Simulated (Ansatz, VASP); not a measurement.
# One calculation of CdSe, two programs

```
CELL_PARAMETERS angstrom
0.00000 2.89928 2.89928
2.89928 0.00000 2.89928
2.89928 2.89928 0.00000
ATOMIC_POSITIONS crystal
Cd 0.00000 0.00000 0.00000
Se 0.50000 0.50000 0.50000
```

Alike in both runs: task single point; functional r2SCAN; k mesh 6 × 6 × 6; no spin polarisation.

|  | VASP | Ansatz |
| --- | --- | --- |
| version | VASP 6.6.1 | Ansatz 0.2.0 |
| potentials or method | VASP PAW PBE potentials, release 64 (Cd, Se), cutoff 550 eV | plane waves, PAW |
| occupations | gaussian, width 0.01 eV | fixed |
| valence electrons in the cell | 18 | 36 |

VASP gave:

```
pressure (GPa) : -3.3
```

Q: What did Ansatz give for the same quantities?

A: Pressure (GPa): -3.6.

VASP's potentials were made for PBE, not for r2SCAN. VASP's potentials hold 18 valence electrons a cell and Ansatz's 36, so a difference there can come from the potentials and not from the codes. Ansatz's warnings: stress scf threshold loose.
